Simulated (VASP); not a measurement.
Input of a VASP 6.6.1 run:

The input INCAR:

```
  ALGO = Normal
  EDIFF = 1E-6
  ENCUT = 520
  GGA = CA
  ISIF = 2
  ISMEAR = 0
  LASPH = T
  LCHARG = F
  LDAU = T
  LDAUJ = 0 0
  LDAUL = 2 -1
  LDAUPRINT = 1
  LDAUTYPE = 2
  LDAUU = 1.05 0
  LMAXMIX = 4
  LNONCOLLINEAR = T
  LORBIT = 11
  LREAL = F
  LWAVE = F
  MAGMOM = 0.547 -0.379 0.747 0.332 0.93 -0.156 0 0 0 0 0 0
  NBANDS = 60
  NELM = 150
  PREC = Accurate
  SIGMA = 0.0124
```

KPOINTS

```
k-points
0
Gamma
  7 7 7
```

Contents of POSCAR:

```
ZnCu
1.0
    2.9733959300      2.9733959300      0.0000000000
    0.0000000000      2.9733959300      2.9733959300
    2.9733959300      0.0000000000      2.9733959300
Cu Zn
2 2
Direct
    0.0000000000      0.0000000000      0.0000000000
    0.5000000000      0.5000000000      0.5000000000
    0.2500000000      0.2500000000      0.2500000000
    0.7500000000      0.7500000000      0.7500000000
```

Potentials or basis: VASP PAW LDA potentials, release 64 (Cu, Zn).

Launch:

```console
$ cat potpaw_LDA.64/Cu/POTCAR potpaw_LDA.64/Zn/POTCAR > POTCAR
$ mpirun -np 1 vasp_ncl > vasp.out
```

Estimate the pressure.

-12.9 GPa.

Predict the net moment.

0.00 μB per cell.

Moments on the atoms (μB; x, y, z):
```
Cu  0.00 0.00 0.00
Cu  0.00 0.00 0.00
Zn  0.00 0.00 0.00
Zn  0.00 0.00 0.00
```

Caveat: the cell stands under tension; the U is typed as a test and isn't derived for this compound. The state reached can hang on the start; a lower one may exist.
